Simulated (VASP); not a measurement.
Here is a VASP 6.6.1 calculation.

The input INCAR:

```
ALGO = Normal
EDIFF = 1E-6
ENCUT = 520
GGA = PE
ISIF = 2
ISMEAR = 0
IVDW = 12
LASPH = True
LCHARG = True
LELF = True
LREAL = False
LVHAR = True
LWAVE = False
NBANDS = 15
NELM = 100
PREC = Accurate
SIGMA = 0.05
```

File KPOINTS:

```
k-points
0
Gamma
  6 6 4
```

File POSCAR:

```
MgI2
1.0
    4.1537001214      0.0000000000      0.0000000000
   -2.0768500607      3.5972098248      0.0000000000
    0.0000000000      0.0000000000      6.5875200000
Mg I
1 2
Direct
    0.0000000000      0.0000000000      0.0000000000
    0.3333333333      0.6666666667      0.7576300000
    0.6666666667      0.3333333333      0.2423700000
```

Potentials or basis: VASP PAW PBE potentials, release 64 (Mg, I).

The run is started by

```bash
$ cat potpaw_PBE.64/Mg/POTCAR potpaw_PBE.64/I/POTCAR > POTCAR
$ mpirun -np 1 vasp_std > vasp.out
```

Task: What does it give for the dispersion energy per atom?

Result: -0.322 eV.

Task: What does it give for the band gap on the k mesh?

Result: 3.32 eV, indirect (least direct gap 3.58 eV).

Task: Predict the pressure.

Result: 1.0 GPa.

Task: Estimate the largest force.

Result: 0.337 eV/Å.

Stress tensor (GPa, compression positive):
```
0.50 0.00 0.00
0.00 0.50 0.00
0.00 0.00 2.05
```

Caveat: the cell differs from its parent crystal (strain +0.000 along x and y, -0.040 along z); spin-orbit coupling is left out, which moves the levels of the heavy elements. A k mesh can miss the band edges.
